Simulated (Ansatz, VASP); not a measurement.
## Two plane-wave programs on TiC

File INCAR:

```
PREC = Accurate
ENCUT = 600
EDIFF = 1E-6
ISMEAR = -1
SIGMA = 0.05
LREAL = False
LASPH = True
NELM = 150
ALGO = Normal
ISIF = 3
LWAVE = False
LCHARG = False
LMAXMIX = 4
LDAU = True
LDAUTYPE = 2
LDAUL = 2 -1
LDAUU = 3 0
LDAUJ = 0 0
LDAUPRINT = 1
GGA = PS
IBRION = 2
NSW = 60
EDIFFG = -0.01
```

The input KPOINTS:

```
Automatic mesh
0
Gamma
  11 11 11
```

Contents of POSCAR:

```
TiC
1.0
    0.0000000000      2.1657188437      2.1657188437
    2.1657188437      0.0000000000      2.1657188437
    2.1657188437      2.1657188437      0.0000000000
Ti C
1 1
Direct
    0.0000000000      0.0000000000      0.0000000000
    0.5000000000      0.5000000000      0.5000000000
```

Contents of input.yaml:

```yaml
crystal:
  lattice:
    - [0.0, 2.1657188437, 2.1657188437]
    - [2.1657188437, 0.0, 2.1657188437]
    - [2.1657188437, 2.1657188437, 0.0]
  atoms:
    - { symbol: Ti, position: [0.0, 0.0, 0.0] }
    - { symbol: C, position: [0.5, 0.5, 0.5] }
hamiltonian:
  xc: pbesol
  pseudopotentials: { kind: paw }
  hubbard: { sites: [{ species: Ti, l: d, u_eff: 3.0 }] }
kpoints:
  mp_grid: { grid: [11, 11, 11] }
scf:
  occupations: { method: fermi_dirac, width: 0.05 }
output:
  forces: true
  stress: true
relax:
  f_tol: 0.01
  max_steps: 40
  cell: { stress_tol: 0.05 }
```

Alike in both runs: task relaxation of cell and atoms; functional PBEsol; k mesh 11 × 11 × 11; occupations fermi-dirac, width 0.05 eV; no spin polarisation; Hubbard terms Ti d U = 3.0 eV.

```csv
,VASP,Ansatz
version,VASP 6.6.1,Ansatz 0.2.0
potentials or method,"VASP PAW PBE potentials, release 64 (Ti_sv, C)",Ansatz PAW
plane-wave cutoff (eV),600,420
valence electrons in the cell,16,16
```

Ansatz gave:

```
relaxed volume (Å³/atom)                                     : 10.08
relaxed cell length with the largest relative difference (Å) : 3.055
```

Task: Estimate VASP's values.

Result: Relaxed volume (Å³/atom): 10.24; relaxed cell length with the largest relative difference (Å): 3.071.

VASP's potentials were made for PBE, not for PBEsol. The programs project onto different local orbitals, so the same U acts differently, and such runs can settle in different states.

Noted on Ansatz's run: the plane-wave basis is chosen anew once the cell has moved, so the energies of steps on either side of that aren't comparable.
